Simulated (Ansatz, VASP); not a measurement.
One calculation of Hf, two programs

```
CELL_PARAMETERS angstrom
-1.80500 1.80500 1.80500
1.80500 -1.80500 1.80500
1.80500 1.80500 -1.80500
ATOMIC_POSITIONS crystal
Hf 0.00000 0.00000 0.00000
```

Alike in both runs: task single point; functional PBE; k mesh 10 × 10 × 10; occupations gaussian, width 0.028 eV; no spin polarisation.

|  | VASP | Ansatz |
| --- | --- | --- |
| version | VASP 6.6.1 | Ansatz 0.2.0 |
| potentials or method | VASP PAW PBE potentials, release 64 (Hf_pv) | Ansatz PAW |
| plane-wave cutoff (eV) | 520 | 420 |
| valence electrons in the cell | 10 | 26 |

VASP gave:

| Quantity | Value |
| --- | --- |
| gap on the k mesh at the Fermi level (eV) | none |
| pressure (GPa) | -5.3 |

Q: Which values does Ansatz return?

A: gap on the k mesh at the Fermi level (eV): none; pressure (GPa): -5.0.

A gap of «none» marks a metal or a gap that the smearing closes. With one functional, cell and mesh, what is left measures potentials, basis and numerics. VASP's potentials hold 10 valence electrons a cell and Ansatz's 26, so a difference there can come from the potentials and not from the codes.

Spin-orbit coupling is off throughout.
